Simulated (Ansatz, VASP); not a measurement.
# BaTiO3: VASP beside Ansatz

File INCAR:

```
SYSTEM = BaTiO3
PREC = Accurate ; ENCUT = 520
EDIFF = 1E-6 ; ISMEAR = 0
SIGMA = 0.01 ; LREAL = .FALSE.
LASPH = .TRUE. ; NELM = 150
ALGO = Normal ; ISIF = 2
LWAVE = .FALSE. ; LCHARG = .FALSE.
MAGMOM = 0 0 0 0 0 0 0 0 0 0 0 0 0 0 0 ; LORBIT = 11
LSORBIT = .TRUE. ; GGA_COMPAT = .FALSE.
LORBMOM = .TRUE. ; LMAXMIX = 4
GGA = PE ; NBANDS = 55
```

File KPOINTS:

```
regular mesh
0
G
  4 4 4
  0 0 0
```

Contents of POSCAR:

```
BaTiO3
1.0
    3.9940965204      0.0000000000      0.0000000000
    0.0000000000      3.9940965204      0.0000000000
    0.0000000000      0.0000000000      3.9940965204
Ba Ti O
1 1 3
Direct
    0.0000000000      0.0000000000      0.0000000000
    0.5000000000      0.5000000000      0.5000000000
    0.5000000000      0.5000000000      0.0000000000
    0.5000000000      0.0000000000      0.5000000000
    0.0000000000      0.5000000000      0.5000000000
```

Input for Ansatz:

```yaml
crystal:
  lattice:
    - [3.9940965204, 0.0, 0.0]
    - [0.0, 3.9940965204, 0.0]
    - [0.0, 0.0, 3.9940965204]
  atoms:
    - { symbol: Ba, position: [0.0, 0.0, 0.0] }
    - { symbol: Ti, position: [0.5, 0.5, 0.5] }
    - { symbol: O, position: [0.5, 0.5, 0.0] }
    - { symbol: O, position: [0.5, 0.0, 0.5] }
    - { symbol: O, position: [0.0, 0.5, 0.5] }
kpoints:
  mp_grid: { grid: [4, 4, 4] }
hamiltonian:
  xc: pbe
scf:
  occupations: { method: fixed }
  n_extra_bands: 36
magnetization:
  noncollinear: true
  spin_orbit: true
output:
  optics: { e_range: [0, 14], de: 0.05, sigma: 0.1, bands: scf }
```

Alike in both runs: task single point; functional PBE; k mesh 4 × 4 × 4; non-collinear spin, spin-orbit coupling.

|  | VASP | Ansatz |
| --- | --- | --- |
| version | VASP 6.6.1 | Ansatz 0.2.0 |
| potentials or method | VASP PAW PBE potentials, release 64 (Ba_sv, Ti_sv, O) | plane waves, PAW |
| plane-wave cutoff (eV) | 520 | 420 |
| occupations | gaussian, width 0.01 eV | fixed |
| valence electrons in the cell | 40 | 40 |

```tsv
	VASP	Ansatz	Ansatz less VASP
net moment per atom (μB)	0.00	0.00	0.000
```

Ansatz's warnings: optics gap not shown off mesh.

The k mesh is coarse, so the values compare programs but aren't converged.
